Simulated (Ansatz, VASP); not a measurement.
Two plane-wave programs on Hf6Al2O15

Contents of INCAR:

```
PREC = Accurate
ENCUT = 520
EDIFF = 1E-7
ISMEAR = 0
SIGMA = 0.1
LREAL = Auto
LASPH = True
NELM = 100
ALGO = Normal
ISIF = 2
LWAVE = False
LCHARG = True
GGA = PE
LELF = True
LVHAR = True
NBANDS = 95
```

The input KPOINTS:

```
Automatic mesh
0
Gamma
  2 4 4
```

POSCAR

```
Hf6Al2O15
1.0
   10.4389267200      0.0000000000      0.0000000000
    0.0000000000      5.0047636900      0.0000000000
    0.0000000000      0.0000000000      5.0326850500
Al Hf O
2 6 15
Direct
    0.0165030000      0.2674791800      0.2414403500
    0.2334970000      0.2674791800      0.7414403500
    0.5165030000      0.2674791800      0.2414403500
    0.7334970000      0.2674791800      0.7414403500
    0.2665030000      0.7325208200      0.2414403500
    0.7665030000      0.7325208200      0.2414403500
    0.4834970000      0.7325208200      0.7414403500
    0.9834970000      0.7325208200      0.7414403500
    0.6839362800      0.0713546000      0.3792672600
    0.0660637200      0.0713546000      0.8792672600
    0.5660637200      0.0713546000      0.8792672600
    0.3669742600      0.4601169500      0.4922923900
    0.8669742600      0.4601169500      0.4922923900
    0.3830257400      0.4601169500      0.9922923900
    0.8830257400      0.4601169500      0.9922923900
    0.1330257400      0.5398830500      0.9922923900
    0.6330257400      0.5398830500      0.9922923900
    0.1169742600      0.5398830500      0.4922923900
    0.6169742600      0.5398830500      0.4922923900
    0.4339362800      0.9286454000      0.3792672600
    0.9339362800      0.9286454000      0.3792672600
    0.3160637200      0.9286454000      0.8792672600
    0.8160637200      0.9286454000      0.8792672600
```

Input for Ansatz:

```yaml
crystal:
  lattice:
    - [10.43892672, 0.0, 0.0]
    - [0.0, 5.00476369, 0.0]
    - [0.0, 0.0, 5.03268505]
  atoms:
    - { symbol: Al, position: [0.016503, 0.26747918, 0.24144035] }
    - { symbol: Hf, position: [0.516503, 0.26747918, 0.24144035] }
    - { symbol: Al, position: [0.233497, 0.26747918, 0.74144035] }
    - { symbol: Hf, position: [0.733497, 0.26747918, 0.74144035] }
    - { symbol: Hf, position: [0.266503, 0.73252082, 0.24144035] }
    - { symbol: Hf, position: [0.766503, 0.73252082, 0.24144035] }
    - { symbol: Hf, position: [0.483497, 0.73252082, 0.74144035] }
    - { symbol: Hf, position: [0.983497, 0.73252082, 0.74144035] }
    - { symbol: O, position: [0.68393628, 0.0713546, 0.37926726] }
    - { symbol: O, position: [0.06606372, 0.0713546, 0.87926726] }
    - { symbol: O, position: [0.56606372, 0.0713546, 0.87926726] }
    - { symbol: O, position: [0.36697426, 0.46011695, 0.49229239] }
    - { symbol: O, position: [0.86697426, 0.46011695, 0.49229239] }
    - { symbol: O, position: [0.38302574, 0.46011695, 0.99229239] }
    - { symbol: O, position: [0.88302574, 0.46011695, 0.99229239] }
    - { symbol: O, position: [0.13302574, 0.53988305, 0.99229239] }
    - { symbol: O, position: [0.63302574, 0.53988305, 0.99229239] }
    - { symbol: O, position: [0.11697426, 0.53988305, 0.49229239] }
    - { symbol: O, position: [0.61697426, 0.53988305, 0.49229239] }
    - { symbol: O, position: [0.43393628, 0.9286454, 0.37926726] }
    - { symbol: O, position: [0.93393628, 0.9286454, 0.37926726] }
    - { symbol: O, position: [0.31606372, 0.9286454, 0.87926726] }
    - { symbol: O, position: [0.81606372, 0.9286454, 0.87926726] }
basis:
  ecutwfc: 420
kpoints:
  mp_grid: { grid: [2, 4, 4] }
hamiltonian:
  xc: pbe
  pseudopotentials: { kind: paw, azcp: { folder: soft_1 } }
scf:
  occupations: { method: gaussian, width: 0.1 }
output:
  forces: true
  stress: true
  eigenvalues: true
```

Alike in both runs: task single point; functional PBE; k mesh 2 × 4 × 4; occupations gaussian, width 0.1 eV; no spin polarisation.

```csv
,VASP,Ansatz
version,VASP 6.6.1,Ansatz 0.2.0
potentials or method,"VASP PAW PBE potentials, release 64 (Al, Hf_pv, O), cutoff 520 eV","scalar-relativistic, plane waves, PAW"
valence electrons in the cell,156,252
```

VASP gave:

* gap on the k mesh at the Fermi level (eV): 1.07
* least direct gap on the mesh (eV): 1.07
* pressure (GPa): -4.1
* rms of the force components (eV/Å): 1.093

**Question.** Estimate Ansatz's values.

**Answer.** gap on the k mesh at the Fermi level (eV): 1.07; least direct gap on the mesh (eV): 1.07; pressure (GPa): -1.6; rms of the force components (eV/Å): 1.109.

VASP's potentials hold 156 valence electrons a cell and Ansatz's 252, so a difference there can come from the potentials and not from the codes.

Neither program's run includes spin-orbit coupling.
